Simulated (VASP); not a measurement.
# BaCaBr4 (F-43m) in VASP: single point with PBE

Aim: the single point of BaCaBr4 with PBE.

Everything below comes from runs of VASP 6.6.1. Logs are shortened: lines on timing, memory, paths and dates and some standing lists are left out, and cuts for length are marked.

## (1) The cell of the first run

The structure is cubic, space group F-43m (No. 216). The conventional cell has a = 8.932 Å, b = 8.932 Å, c = 8.932 Å, α = 90.00°, β = 90.00°, γ = 90.00°. Within 4.9 Å of Ba (site symmetry -43m) lie 12 Br at 3.70 Å and 4 Ca at 3.87 Å. Within 4.9 Å of Ca (site symmetry -43m) lie 12 Br at 3.70 Å and 4 Ba at 3.87 Å. Within 4.1 Å of Br (site symmetry 3m) lie 6 Br at 3.15 to 3.17 Å and 3 Ca at 3.70 Å and 3 Ba at 3.70 Å.

The cell was built from a structure type or drawn by symmetry, and may not be a known phase.

## (2) Single point, PBE

INCAR reads:

```
  PREC = Accurate
  ENCUT = 520
  EDIFF = 1E-7
  ISMEAR = 0
  SIGMA = 0.1
  LREAL = F
  LASPH = T
  NELM = 80
  ALGO = Normal
  ISIF = 2
  LWAVE = F
  LCHARG = F
  GGA = PE
  NBANDS = 33
```

KPOINTS reads:

```
Automatic mesh
0
Gamma
  4 4 4
```

POSCAR reads:

```
BaCaBr4
1.0
    0.0000000000      4.4659125600      4.4659125600
    4.4659125600      0.0000000000      4.4659125600
    4.4659125600      4.4659125600      0.0000000000
Ba Ca Br
1 1 4
Direct
    0.0000000000      0.0000000000      0.0000000000
    0.7500000000      0.7500000000      0.7500000000
    0.8735521400      0.3754826200      0.3754826200
    0.3754826200      0.3754826200      0.3754826200
    0.3754826200      0.8735521400      0.3754826200
    0.3754826200      0.3754826200      0.8735521400
```

Potentials or basis: VASP PAW PBE potentials, release 64 (Ba_sv, Ca_sv, Br).

Started as:

```console
> cat potpaw_PBE.64/Ba_sv/POTCAR potpaw_PBE.64/Ca_sv/POTCAR potpaw_PBE.64/Br/POTCAR > POTCAR
> mpirun -np 1 vasp_std > vasp.out
```

OUTCAR:

```text
PREC = Accurate
   ENCUT = 520
   EDIFF = 1E-7
   ISMEAR = 0
   LREAL = F
   LASPH = T
   NELM = 80
   ISIF = 2
   GGA = PE

 ion  position               nearest neighbor table
   1  0.000  0.000  0.000-   3 3.70   5 3.70   6 3.70   3 3.70   4 3.70   5 3.70   3 3.70   4 3.70
                             6 3.70   4 3.70   5 3.70   6 3.70   2 3.87   2 3.87   2 3.87   2 3.87
   2  0.750  0.750  0.750-   1 3.87   1 3.87   1 3.87   1 3.87
   3  0.874  0.375  0.375-   1 3.70   1 3.70   1 3.70
   4  0.375  0.375  0.375-   1 3.70   1 3.70   1 3.70
   5  0.375  0.874  0.375-   1 3.70   1 3.70   1 3.70
   6  0.375  0.375  0.874-   1 3.70   1 3.70   1 3.70

  LATTYP: Found a face centered cubic cell.
 ALAT       =     8.9318251200

  Lattice vectors:

 A1 = (   0.0000000000,   4.4659125600,   4.4659125600)
 A2 = (   4.4659125600,   0.0000000000,   4.4659125600)
 A3 = (   4.4659125600,   4.4659125600,   0.0000000000)

Analysis of symmetry for initial positions (statically):
=====================================================================
 Subroutine PRICEL returns:
 Original cell was already a primitive cell.

 Routine SETGRP: Setting up the symmetry group for a
 face centered cubic supercell.

 Subroutine GETGRP returns: Found 24 space group operations
 (whereof 24 operations were pure point group operations)
 out of a pool of 48 trial point group operations.

The static configuration has the point symmetry T_d .

Analysis of symmetry for dynamics (positions and initial velocities):
=====================================================================
 Subroutine PRICEL returns:
 Original cell was already a primitive cell.

 Routine SETGRP: Setting up the symmetry group for a
 face centered cubic supercell.

 Subroutine GETGRP returns: Found 24 space group operations
 (whereof 24 operations were pure point group operations)
 out of a pool of 48 trial point group operations.

The dynamic configuration has the point symmetry T_d .

 Subroutine INISYM returns: Found 24 space group operations
 (whereof 24 operations are pure point group operations),
 and found     1 'primitive' translations

----------------------------------------------------------------------------------------

                                     Primitive cell

  volume of cell :     178.1397

  direct lattice vectors                    reciprocal lattice vectors
     0.000000000  4.465912560  4.465912560    -0.111959201  0.111959201  0.111959201
     4.465912560  0.000000000  4.465912560     0.111959201 -0.111959201  0.111959201
     4.465912560  4.465912560  0.000000000     0.111959201  0.111959201 -0.111959201

  length of vectors
     6.315754111  6.315754111  6.315754111     0.193919024  0.193919024  0.193919024

  position of ions in fractional coordinates (direct lattice)
     0.000000000  0.000000000  0.000000000
     0.750000000  0.750000000  0.750000000
     0.873552140  0.375482620  0.375482620
     0.375482620  0.375482620  0.375482620
     0.375482620  0.873552140  0.375482620
     0.375482620  0.375482620  0.873552140

  ion indices of the primitive-cell ions
   primitive index   ion index
                 1           1
                 2           2
                 3           3
                 4           4
                 5           5
                 6           6

----------------------------------------------------------------------------------------

 KPOINTS: Automatic mesh

Automatic generation of k-mesh.
 Grid dimensions read from file:
 generate k-points for:    4    4    4

 Generating k-lattice:

  Cartesian coordinates                     Fractional coordinates (reciprocal lattice)
    -0.027989800  0.027989800  0.027989800     0.250000000  0.000000000  0.000000000
     0.027989800 -0.027989800  0.027989800     0.000000000  0.250000000  0.000000000
     0.027989800  0.027989800 -0.027989800     0.000000000  0.000000000  0.250000000

  Length of vectors
     0.048479756  0.048479756  0.048479756

  Shift w.r.t. Gamma in fractional coordinates (k-lattice)
     0.000000000  0.000000000  0.000000000

 Subroutine IBZKPT returns following result:
 ===========================================

 Found      8 irreducible k-points:

 Following reciprocal coordinates:
            Coordinates               Weight
  0.000000  0.000000  0.000000      1.000000
  0.250000  0.000000  0.000000      8.000000
  0.500000  0.000000  0.000000      4.000000
  0.250000  0.250000  0.000000      6.000000
  0.500000  0.250000  0.000000     24.000000
 -0.250000  0.250000  0.000000     12.000000
  0.500000  0.500000  0.000000      3.000000
 -0.250000  0.500000  0.250000      6.000000
   k-points           NKPTS =      8   k-points in BZ     NKDIM =      8   number of bands    NBANDS=     33
   number of dos      NEDOS =    301   number of ions     NIONS =      6
   total plane-waves  NPLWV = 110592
   dimension x,y,z NGX =    48 NGY =   48 NGZ =   48
   dimension x,y,z NGXF=    96 NGYF=   96 NGZF=   96
   ions per type =               1   1   4
   NGX,Y,Z   is equivalent  to a cutoff of  12.63, 12.63, 12.63 a.u.
   NGXF,Y,Z  is equivalent  to a cutoff of  25.27, 25.27, 25.27 a.u.
 SYSTEM =  unknown system
   PREC   = accura    normal or accurate (medium, high low for compatibility)
   ISTART =      0    job   : 0-new  1-cont  2-samecut
   ICHARG =      2    charge: 1-file 2-atom 10-const
   ISPIN  =      1    spin polarized calculation?
   LNONCOLLINEAR =      F non collinear calculations
   LSORBIT =      F    spin-orbit coupling
   LASPH  =      T    aspherical Exc in radial PAW
   ENCUT  =  520.0 eV  38.22 Ry    6.18 a.u.  11.74 11.74 11.74*2*pi/ulx,y,z
   NELM   =     80;   NELMIN=  2; NELMDL= -5     # of ELM steps
   EDIFF  = 0.1E-06   stopping-criterion for ELM
   LREAL  =      F    real-space projection
   EDIFFG = 0.1E-05   stopping-criterion for IOM
   NSW    =      0    number of steps for IOM
   IBRION =     -1    ionic relax: 0-MD 1-quasi-New 2-CG
   NFREE  =      0    steps in history (QN), initial steepest desc. (CG)
   ISIF   =      2    stress and relaxation
   ISYM   =      2    0-nonsym 1-usesym 2-fastsym
   POTIM  = 0.5000    time-step for ionic-motion
   TEBEG  =    0.0;   TEEND  =   0.0 temperature during run
   PSTRESS=    0.0 pullay stress
   NELECT =      48.0000    total number of electrons
   NUPDOWN=      -1.0000    fix difference up-down
   EMIN   =  10.00;   EMAX   =-10.00  energy-range for DOS
   EFERMI =   0.00;   METHOD = LEGACY
   ISMEAR =     0;   SIGMA  =   0.10  broadening in eV -4-tet -1-fermi 0-gaus
   EFERMI_NEDOS =   21; number of points for ismear=-14 and -15
   IALGO  =     38    algorithm
   IMIX   =      4    mixing-type and parameters
     AMIX     =   0.40;   BMIX     =  1.00
     AMIX_MAG =   1.60;   BMIX_MAG =  1.00
  volume/ion in A,a.u.               =      29.69       200.36
  Fermi-wavevector in a.u.,A,eV,Ry     =   1.057390  1.998177 15.212303  1.118073
  Thomas-Fermi vector in A             =   2.192661
   LORBIT       =      0    0 simple, 1 ext, 2 COOP (PROOUT), +10 PAW based schemes
   GGA     = PE    functional components
   LHFCALC =     F    Hartree Fock is set to
   AEXX    =    0.0000 exact exchange contribution
   IVDW    =     0    specifies the selected vdW correction
   LEPSILON=     F    determine dielectric tensor
   LRPA    =     F    only Hartree local field effects (RPA)
 non-spin polarized calculation
 Gauss-broadening in eV      SIGMA  =   0.10
  energy-cutoff  :      520.00
  volume of cell :      178.14
 maximum number of plane-waves:      4813
 NGX is ok and might be reduce to    48
   NGX = 23   NGY = 23   NGZ = 23

 number of electron      48.0000001 magnetization

 Free energy of the ion-electron system (eV)
  ---------------------------------------------------
  ext. energy  EPLUGINS =         0.00000000
  ---------------------------------------------------
  free energy    TOTEN  =       -14.80411737 eV

  energy without entropy =      -14.78416903  energy(sigma->0) =      -14.79414320

 E-fermi :   3.7741     XC(G=0):  -8.9154

 val. band max:        3.7190656260   @ k =   0.2500   0.0000   0.0000
 cond. band min:       3.8379571638   @ k =   0.2500   0.0000   0.0000
 fundamental gap:      0.1188915378
 Fermi energy:         3.7740546049

 k-point     1 :       0.0000    0.0000    0.0000
  band No.  band energies     occupation
      1     -40.2803      2.00000
      2     -25.7838      2.00000
      3     -21.2233      2.00000
      4     -21.2233      2.00000
      5     -21.2233      2.00000
      6     -12.0961      2.00000
[... 25 lines left out ...]
     32       6.4184      0.00000
     33       6.4184      0.00000

 k-point     2 :       0.2500    0.0000    0.0000
  band No.  band energies     occupation
      1     -40.2803      2.00000
      2     -25.7837      2.00000
      3     -21.2234      2.00000
      4     -21.2234      2.00000
      5     -21.2234      2.00000
      6     -12.0213      2.00000
[... 25 lines left out ...]
     32       6.3431      0.00000
     33       6.3431      0.00000

 k-point     3 :       0.5000    0.0000    0.0000
  band No.  band energies     occupation
      1     -40.2803      2.00000
      2     -25.7835      2.00000
      3     -21.2235      2.00000
      4     -21.2234      2.00000
      5     -21.2234      2.00000
      6     -11.9259      2.00000
[... 25 lines left out ...]
     32       6.3254      0.00000
     33       6.3254      0.00000

 k-point     4 :       0.2500    0.2500    0.0000
  band No.  band energies     occupation
      1     -40.2803      2.00000
      2     -25.7836      2.00000
      3     -21.2235      2.00000
      4     -21.2235      2.00000
      5     -21.2232      2.00000
      6     -11.9732      2.00000
[... 25 lines left out ...]
     32       6.1578      0.00000
     33       6.1758      0.00000

 k-point     5 :       0.5000    0.2500    0.0000
  band No.  band energies     occupation
      1     -40.2803      2.00000
      2     -25.7835      2.00000
      3     -21.2238      2.00000
      4     -21.2235      2.00000
      5     -21.2231      2.00000
      6     -11.8132      2.00000
[... 25 lines left out ...]
     32       6.3574      0.00000
     33       6.6837      0.00000

 k-point     6 :      -0.2500    0.2500    0.0000
  band No.  band energies     occupation
      1     -40.2803      2.00000
      2     -25.7835      2.00000
      3     -21.2238      2.00000
      4     -21.2234      2.00000
      5     -21.2231      2.00000
      6     -11.8929      2.00000
[... 25 lines left out ...]
     32       6.3585      0.00000
     33       6.4943      0.00000

 k-point     7 :       0.5000    0.5000    0.0000
  band No.  band energies     occupation
      1     -40.2803      2.00000
      2     -25.7834      2.00000
      3     -21.2237      2.00000
      4     -21.2237      2.00000
      5     -21.2232      2.00000
      6     -11.6207      2.00000
[... 25 lines left out ...]
     32       6.2637      0.00000
     33       6.2637      0.00000

 k-point     8 :      -0.2500    0.5000    0.2500
  band No.  band energies     occupation
      1     -40.2803      2.00000
      2     -25.7834      2.00000
      3     -21.2239      2.00000
      4     -21.2237      2.00000
      5     -21.2229      2.00000
      6     -11.6138      2.00000
[... 25 lines left out ...]
     32       6.6558      0.00000
     33       6.9565      0.00000

------------------------ aborting loop because EDIFF is reached ----------------------------------------

  FORCE on cell =-STRESS in cart. coord.  units (eV):
  Direction    XX          YY          ZZ          XY          YZ          ZX
  --------------------------------------------------------------------------------------
  -------------------------------------------------------------------------------------
  Total        5.0451376      5.0451376      5.0451376     -0.0000000      0.0000000     -0.0000000
  in kB       45.3756602     45.3756602     45.3756602     -0.0000000      0.0000000     -0.0000000
  external PRESSURE =      45.3756602 kB  Pullay stress =       0.0000000 kB

 VOLUME and BASIS-vectors are now :
 -----------------------------------------------------------------------------
  energy-cutoff  :      520.00
  volume of cell :      178.14
      direct lattice vectors                 reciprocal lattice vectors
     0.000000000  4.465912560  4.465912560    -0.111959201  0.111959201  0.111959201
     4.465912560  0.000000000  4.465912560     0.111959201 -0.111959201  0.111959201
     4.465912560  4.465912560  0.000000000     0.111959201  0.111959201 -0.111959201

 POSITION                                       TOTAL-FORCE (eV/Angst)
 -----------------------------------------------------------------------------------
      0.00000      0.00000      0.00000        -0.000000     -0.000000     -0.000000
      6.69887      6.69887      6.69887        -0.000000     -0.000000     -0.000000
      3.35375      5.57808      5.57808        -0.016958      0.016958      0.016958
      3.35375      3.35375      3.35375        -0.016958     -0.016958     -0.016958
      5.57808      3.35375      5.57808         0.016958     -0.016958      0.016958
      5.57808      5.57808      3.35375         0.016958      0.016958     -0.016958
 -----------------------------------------------------------------------------------
    total drift:                               -0.000000     -0.000000     -0.000000

  FREE ENERGIE OF THE ION-ELECTRON SYSTEM (eV)
  ---------------------------------------------------
  free  energy   TOTEN  =       -14.8041173691 eV

  energy  without entropy=      -14.7841690268  energy(sigma->0) =      -14.79414320
```

Run time: 60 s. Hardware: 1 thread of Intel Xeon Platinum 8259CL at 2.50GHz (Skylake/Cascade Lake), shared host; peak memory 0.34 GiB.

What came out:

* Free energy: -14.8041 eV
* Pressure: 4.5 GPa
* Largest force: 0.029 eV/Å
* Band gap on the k mesh: zero (bands 24 and 25 overlap by 0.18 eV)

Forces in eV/Å, atoms in the order of the input:
```
Ba   0.000  0.000  0.000
Ca   0.000  0.000  0.000
Br  -0.017  0.017  0.017
Br  -0.017 -0.017 -0.017
Br   0.017 -0.017  0.017
Br   0.017  0.017 -0.017
```

Caveat: the cell stands under pressure; spin-orbit coupling is left out, which moves the levels of the heavy elements.
